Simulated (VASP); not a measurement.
Runs of VASP 6.6.1 on Hg5O3. The structure is that of space group Im-3m (No. 229), or close to it. The cells are those of the table. 

```tsv
task	cell	k mesh	cutoff (eV)	gap on the mesh (eV)	pressure (GPa)	relaxed volume (Å³/atom)
single point	a = 5.592 Å, angles 109.5°, 8 atoms	8 × 8 × 8	520	none	0.7	-
relaxation of cell and atoms	relaxed from a = 5.886 Å, angles 109.5°, 8 atoms	4 × 4 × 4	600	none	0.0	(a)
relaxation of cell and atoms	relaxed from a = 5.599 Å, angles 109.5°, 8 atoms	8 × 8 × 8	600	none	0.0	16.97
single point	a = 5.599 Å, angles 109.5°, 8 atoms	4 × 4 × 4	520	none	0.6	-
```

Alike in all rows: level PBE; potentials or basis VASP PAW PBE potentials, release 64 (Hg, O); no spin polarisation; smearing gaussian 0.1 eV.

Task: Estimate the missing entries.

Result: (a) 17.01.

Caveats: spin-orbit coupling is left out, which moves the levels of the heavy elements.

A k mesh can miss the band edges, and the runs leave out spin-orbit coupling on Hg.

A gap of «none» marks levels without a gap at the run's occupations.
